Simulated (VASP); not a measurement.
# Rh (I4/mmm) in VASP: a series of runs

Runs on Rh. Level: PBE. Tasks: single point.

Everything below comes from runs of VASP 6.6.1. Logs are shortened: lines on timing, memory, paths and dates and some standing lists are left out, and cuts for length are marked.

## Step 1: The cell of the first run

Symmetry: I4/mmm, No. 139, tetragonal system. The conventional cell has a = 2.824 Å, b = 2.824 Å, c = 3.708 Å, α = 90.00°, β = 90.00°, γ = 90.00°. Rh (site symmetry 4/mmm) has 12 Rh at 2.72 to 2.82 Å within 3.6 Å.

## Step 2: Single point, PBE (strain +0.050 along x and y, -0.025 along z)

INCAR

```
ALGO = Fast ; EDIFF = 1E-6
ENCUT = 520 ; GGA = PE
ISIF = 2 ; ISMEAR = 1
LASPH = T ; LCHARG = F
LREAL = F ; LWAVE = F
NBANDS = 14 ; NELM = 60
PREC = Accurate ; SIGMA = 0.02
```

KPOINTS

```
k-points
0
Gamma
  22 22 22
```

POSCAR

```
Rh
1.0
    0.0000000000      1.9966275000      1.8540112500
    1.9966275000      0.0000000000      1.8540112500
    1.9966275000      1.9966275000      0.0000000000
Rh
1
Direct
    0.0000000000      0.0000000000      0.0000000000
```

Potentials or basis: VASP PAW PBE potentials, release 64 (Rh_pv).

Launch:

```console
$ cat potpaw_PBE.64/Rh_pv/POTCAR > POTCAR
$ mpirun -np 1 vasp_std > vasp.out
```

OUTCAR:

```text
EDIFF = 1E-6
   ENCUT = 520
   GGA = PE
   ISIF = 2
   ISMEAR = 1
   LASPH = T
   LREAL = F
   NELM = 60
   PREC = Accurate

 ion  position               nearest neighbor table
   1  0.000  0.000  0.000-

  LATTYP: Found a body centered tetragonal cell.
 ALAT       =     2.8236576895
 C/A-ratio  =     1.3131983079

  Lattice vectors:

 A1 = (   0.0000000000,  -1.9966275000,  -1.8540112500)
 A2 = (   0.0000000000,   1.9966275000,  -1.8540112500)
 A3 = (   1.9966275000,   0.0000000000,   1.8540112500)

Analysis of symmetry for initial positions (statically):
=====================================================================
 Subroutine PRICEL returns:
 Original cell was already a primitive cell.

 Routine SETGRP: Setting up the symmetry group for a
 body centered tetragonal supercell.

 Subroutine GETGRP returns: Found 16 space group operations
 (whereof 16 operations were pure point group operations)
 out of a pool of 16 trial point group operations.

The static configuration has the point symmetry D_4h.

Analysis of symmetry for dynamics (positions and initial velocities):
=====================================================================
 Subroutine PRICEL returns:
 Original cell was already a primitive cell.

 Routine SETGRP: Setting up the symmetry group for a
 body centered tetragonal supercell.

 Subroutine GETGRP returns: Found 16 space group operations
 (whereof 16 operations were pure point group operations)
 out of a pool of 16 trial point group operations.

The dynamic configuration has the point symmetry D_4h.

 Subroutine INISYM returns: Found 16 space group operations
 (whereof 16 operations are pure point group operations),
 and found     1 'primitive' translations

----------------------------------------------------------------------------------------

                                     Primitive cell

  volume of cell :      14.7821

  direct lattice vectors                    reciprocal lattice vectors
     0.000000000  1.996627500  1.854011250    -0.250422275  0.250422275  0.269685526
     1.996627500  0.000000000  1.854011250     0.250422275 -0.250422275  0.269685526
     1.996627500  1.996627500  0.000000000     0.250422275  0.250422275 -0.269685526

  length of vectors
     2.724679631  2.724679631  2.823657690     0.445143701  0.445143701  0.445143701

  position of ions in fractional coordinates (direct lattice)
     0.000000000  0.000000000  0.000000000

  ion indices of the primitive-cell ions
   primitive index   ion index
                 1           1

----------------------------------------------------------------------------------------

 KPOINTS: k-points

Automatic generation of k-mesh.
 Grid dimensions read from file:
 generate k-points for:   22   22   22

 Generating k-lattice:

  Cartesian coordinates                     Fractional coordinates (reciprocal lattice)
    -0.011382831  0.011382831  0.012258433     0.045454545  0.000000000  0.000000000
     0.011382831 -0.011382831  0.012258433     0.000000000  0.045454545  0.000000000
     0.011382831  0.011382831 -0.012258433    -0.000000000 -0.000000000  0.045454545

  Length of vectors
     0.020233805  0.020233805  0.020233805

  Shift w.r.t. Gamma in fractional coordinates (k-lattice)
     0.000000000  0.000000000  0.000000000

 Subroutine IBZKPT returns following result:
 ===========================================

 Found    834 irreducible k-points:

 Following reciprocal coordinates:
            Coordinates               Weight
  0.000000  0.000000  0.000000      1.000000
  0.045455  0.000000  0.000000      8.000000
  0.090909  0.000000  0.000000      8.000000
  0.136364  0.000000  0.000000      8.000000
  0.181818  0.000000  0.000000      8.000000
  0.227273 -0.000000  0.000000      8.000000
[... 16 lines left out ...]
  0.500000  0.045455  0.000000      8.000000
 -0.454545  0.045455  0.000000      8.000000
 [... further k-points ...]
   k-points           NKPTS =    834   k-points in BZ     NKDIM =    834   number of bands    NBANDS=     14
   number of dos      NEDOS =    301   number of ions     NIONS =      1
   total plane-waves  NPLWV =   9600
   dimension x,y,z NGX =    20 NGY =   20 NGZ =   24
   dimension x,y,z NGXF=    40 NGYF=   40 NGZF=   48
   ions per type =               1
   NGX,Y,Z   is equivalent  to a cutoff of  12.20, 12.20, 14.13 a.u.
   NGXF,Y,Z  is equivalent  to a cutoff of  24.41, 24.41, 28.26 a.u.
 SYSTEM =  unknown system
   PREC   = accura    normal or accurate (medium, high low for compatibility)
   ISTART =      0    job   : 0-new  1-cont  2-samecut
   ICHARG =      2    charge: 1-file 2-atom 10-const
   ISPIN  =      1    spin polarized calculation?
   LNONCOLLINEAR =      F non collinear calculations
   LSORBIT =      F    spin-orbit coupling
   LASPH  =      T    aspherical Exc in radial PAW
   ENCUT  =  520.0 eV  38.22 Ry    6.18 a.u.   5.07  5.07  5.25*2*pi/ulx,y,z
   NELM   =     60;   NELMIN=  2; NELMDL= -5     # of ELM steps
   EDIFF  = 0.1E-05   stopping-criterion for ELM
   LREAL  =      F    real-space projection
   EDIFFG = 0.1E-04   stopping-criterion for IOM
   NSW    =      0    number of steps for IOM
   IBRION =     -1    ionic relax: 0-MD 1-quasi-New 2-CG
   NFREE  =      0    steps in history (QN), initial steepest desc. (CG)
   ISIF   =      2    stress and relaxation
   ISYM   =      2    0-nonsym 1-usesym 2-fastsym
   POTIM  = 0.5000    time-step for ionic-motion
   TEBEG  =    0.0;   TEEND  =   0.0 temperature during run
   PSTRESS=    0.0 pullay stress
   NELECT =      15.0000    total number of electrons
   NUPDOWN=      -1.0000    fix difference up-down
   EMIN   =  10.00;   EMAX   =-10.00  energy-range for DOS
   EFERMI =   0.00;   METHOD = LEGACY
   ISMEAR =     1;   SIGMA  =   0.02  broadening in eV -4-tet -1-fermi 0-gaus
   EFERMI_NEDOS =   21; number of points for ismear=-14 and -15
   IALGO  =     68    algorithm
   IMIX   =      4    mixing-type and parameters
     AMIX     =   0.40;   BMIX     =  1.00
     AMIX_MAG =   1.60;   BMIX_MAG =  1.00
  volume/ion in A,a.u.               =      14.78        99.75
  Fermi-wavevector in a.u.,A,eV,Ry     =   1.645103  3.108794 36.822317  2.706364
  Thomas-Fermi vector in A             =   2.734957
   LORBIT       =      0    0 simple, 1 ext, 2 COOP (PROOUT), +10 PAW based schemes
   GGA     = PE    functional components
   LHFCALC =     F    Hartree Fock is set to
   AEXX    =    0.0000 exact exchange contribution
   IVDW    =     0    specifies the selected vdW correction
   LEPSILON=     F    determine dielectric tensor
   LRPA    =     F    only Hartree local field effects (RPA)
 non-spin polarized calculation
 RMM-DIIS sequential band-by-band and
 Methfessel and Paxton  Order N= 1 SIGMA  =   0.02
  energy-cutoff  :      520.00
  volume of cell :       14.78
 maximum number of plane-waves:       426
   NGX = 11   NGY = 11   NGZ = 11

 number of electron      14.9999996 magnetization

 Free energy of the ion-electron system (eV)
  ---------------------------------------------------
  ext. energy  EPLUGINS =         0.00000000
  ---------------------------------------------------
  free energy    TOTEN  =        -7.19904606 eV

  energy without entropy =       -7.19901571  energy(sigma->0) =       -7.19903595

 E-fermi :  10.6102     XC(G=0): -13.5676

 val. band max:       10.6100172672   @ k =   0.4545   0.2273   0.0909
 cond. band min:      10.6107700666   @ k =   0.4545   0.0000   0.3636
 fundamental gap:      0.0007527994
 Fermi energy:        10.6101628432

 k-point     1 :       0.0000    0.0000    0.0000
  band No.  band energies     occupation
      1     -35.6378      2.00000
      2     -35.6378      2.00000
      3     -35.6004      2.00000
      4       3.1910      2.00000
      5       7.6771      2.00000
      6       7.6771      2.00000
      7       8.3512      2.00000
      8       9.2951      2.00000
      9      10.1042      2.00000
     10      26.7366      0.00000
     11      31.0207      0.00000
     12      31.0207      0.00000
     13      31.3818      0.00000
     14      33.1683      0.00000

 k-point     2 :       0.0455    0.0000    0.0000
  band No.  band energies     occupation
      1     -35.6460      2.00000
      2     -35.6400      2.00000
      3     -35.6050      2.00000
      4       3.2693      2.00000
      5       7.6710      2.00000
      6       7.7065      2.00000
      7       8.3525      2.00000
      8       9.2866      2.00000
      9      10.0821      2.00000
     10      26.8398      0.00000
     11      30.7835      0.00000
     12      31.1272      0.00000
     13      31.3824      0.00000
     14      32.9880      0.00000

 k-point     3 :       0.0909    0.0000    0.0000
  band No.  band energies     occupation
      1     -35.6754      2.00000
      2     -35.6466      2.00000
      3     -35.6133      2.00000
      4       3.4983      2.00000
      5       7.6432      2.00000
      6       7.7841      2.00000
      7       8.3707      2.00000
      8       9.2725      2.00000
      9      10.0235      2.00000
     10      27.1212      0.00000
     11      29.9922      0.00000
     12      31.3827      0.00000
     13      31.4396      0.00000
     14      32.9518      0.00000
[... 324 lines left out ...]
 k-point    23 :       0.5000    0.0455    0.0000
  band No.  band energies     occupation
      1     -36.1914      2.00000
      2     -35.7514      2.00000
      3     -35.6712      2.00000
      4       5.1439      2.00000
      5       7.5004      2.00000
      6       8.1524      2.00000
      7      10.3265      2.00000
      8      11.3104      0.00000
      9      12.0794      0.00000
     10      18.6060      0.00000
     11      26.1339      0.00000
     12      30.4155      0.00000
     13      31.3821      0.00000
     14      31.8684      0.00000

 k-point    24 :      -0.4545    0.0455    0.0000
  band No.  band energies     occupation
      1     -36.1855      2.00000
      2     -35.7484      2.00000
      3     -35.6730      2.00000
      4       5.1528      2.00000
      5       7.5044      2.00000
      6       8.1520      2.00000
      7      10.3490      2.00000
      8      11.2136      0.00000
      9      11.9466      0.00000
     10      18.8055      0.00000
     11      26.1756      0.00000
     12      30.6812      0.00000
     13      31.3817      0.00000
     14      31.7081      0.00000

 [... further k-points ...]
[... 5 lines left out ...]
  --------------------------------------------------------------------------------------
  -------------------------------------------------------------------------------------
  Total       -1.4245758     -1.4245758     -0.1850714      0.0000000      0.0000000      0.0000000
  in kB     -154.4044097   -154.4044097    -20.0591874      0.0000000      0.0000000      0.0000000
  external PRESSURE =    -109.6226690 kB  Pullay stress =       0.0000000 kB

 VOLUME and BASIS-vectors are now :
 -----------------------------------------------------------------------------
  energy-cutoff  :      520.00
  volume of cell :       14.78
      direct lattice vectors                 reciprocal lattice vectors
     0.000000000  1.996627500  1.854011250    -0.250422275  0.250422275  0.269685526
     1.996627500  0.000000000  1.854011250     0.250422275 -0.250422275  0.269685526
     1.996627500  1.996627500  0.000000000     0.250422275  0.250422275 -0.269685526

 POSITION                                       TOTAL-FORCE (eV/Angst)
 -----------------------------------------------------------------------------------
      0.00000      0.00000      0.00000         0.000000      0.000000      0.000000
 -----------------------------------------------------------------------------------
    total drift:                                0.000000     -0.000000     -0.000000

  FREE ENERGIE OF THE ION-ELECTRON SYSTEM (eV)
  ---------------------------------------------------
  free  energy   TOTEN  =        -7.1990460648 eV

  energy  without entropy=       -7.1990157099  energy(sigma->0) =       -7.19903595
```

Wall time 2.6 min (1 thread of AMD EPYC 9R45 (Zen 5), shared host); peak memory 0.22 GiB.

What came out:

| Property | Result |
| --- | --- |
| Free energy | -7.1990 eV |
| Pressure | -11.0 GPa |

Stress tensor (GPa, compression positive):
```
-15.44   0.00   0.00
  0.00 -15.44   0.00
  0.00   0.00  -2.01
```

Levels at points of the mesh, in eV from the Fermi level:
| k point | band 4 | band 5 | band 6 | band 7 | band 8 | band 9 | band 10 | band 11 |
| --- | --- | --- | --- | --- | --- | --- | --- | --- |
| (0.00, 0.00, 0.00) | -7.42 | -2.93 | -2.93 | -2.26 | -1.32 | -0.51 | 16.13 | 20.41 |
| (0.50, 0.00, 0.00) | -5.52 | -3.17 | -2.40 | 0.31 | 0.70 | 0.85 | 7.97 | 15.40 |
| (0.50, 0.50, 0.00) | -5.64 | -5.36 | 0.47 | 0.91 | 0.91 | 4.25 | 12.04 | 12.04 |
| (0.50, 0.00, 0.50) | -5.64 | -5.25 | 0.45 | 0.56 | 1.12 | 2.72 | 10.75 | 13.07 |

Caveat: the cell differs from its parent crystal (strain +0.050 along x and y, -0.025 along z).

## Step 3: Single point, PBE (strain +0.050 along x and y, +0.000 along z)

INCAR

```
SYSTEM = Rh
ALGO     = Fast           ! electronic algorithm
EDIFF    = 1E-6           ! SCF threshold, eV
ENCUT    = 520            ! plane-wave cutoff, eV
GGA      = PE             ! functional
ISIF     = 2              ! what is computed and relaxed
ISMEAR   = 1              ! smearing method
LASPH    = .TRUE.         ! aspherical terms in the spheres
LCHARG   = .TRUE.         ! write CHGCAR
LELF     = .TRUE.         ! ELF
LREAL    = .FALSE.        ! projectors in reciprocal space
LVHAR    = .TRUE.       
LWAVE    = .FALSE.        ! write WAVECAR
NBANDS   = 14             ! bands
NELM     = 100            ! most SCF steps
PREC     = Accurate       ! precision mode
SIGMA    = 0.02           ! smearing width, eV
```

KPOINTS

```
k-points
0
G
  22 22 22
  0 0 0
```

POSCAR

```
Rh
1.0
    0.0000000000      1.9966275000      1.9015500000
    1.9966275000      0.0000000000      1.9015500000
    1.9966275000      1.9966275000      0.0000000000
Rh
1
Direct
    0.0000000000      0.0000000000      0.0000000000
```

Potentials or basis: VASP PAW PBE potentials, release 64 (Rh_pv).

Launch:

```console
$ cat potpaw_PBE.64/Rh_pv/POTCAR > POTCAR
$ mpirun -np 1 vasp_std > vasp.out
```

Wall time 3.8 min (1 thread of AMD EPYC 9R45 (Zen 5), shared host); peak memory 0.24 GiB.

The run converged. Its results:

| Quantity | Value |
| --- | --- |
| Free energy | -7.1847 eV |
| Pressure | -15.9 GPa |

Stress tensor (GPa, compression positive):
```
-18.80   0.00   0.00
  0.00 -18.80   0.00
  0.00   0.00 -10.23
```

Levels at points of the mesh, in eV from the Fermi level:
| k point | band 4 | band 5 | band 6 | band 7 | band 8 | band 9 | band 10 | band 11 |
| --- | --- | --- | --- | --- | --- | --- | --- | --- |
| (0.00, 0.00, 0.00) | -7.24 | -2.77 | -2.77 | -2.33 | -1.13 | -0.60 | 16.07 | 20.51 |
| (0.50, 0.00, 0.00) | -5.34 | -2.93 | -2.44 | 0.36 | 0.60 | 0.87 | 7.72 | 15.44 |
| (0.50, 0.50, 0.00) | -5.43 | -5.14 | 0.44 | 0.85 | 0.85 | 3.84 | 11.97 | 12.19 |
| (0.50, 0.00, 0.50) | -5.44 | -5.08 | 0.44 | 0.63 | 1.00 | 2.86 | 10.67 | 12.87 |

Caveat: the cell differs from its parent crystal (strain +0.050 along x and y, +0.000 along z).
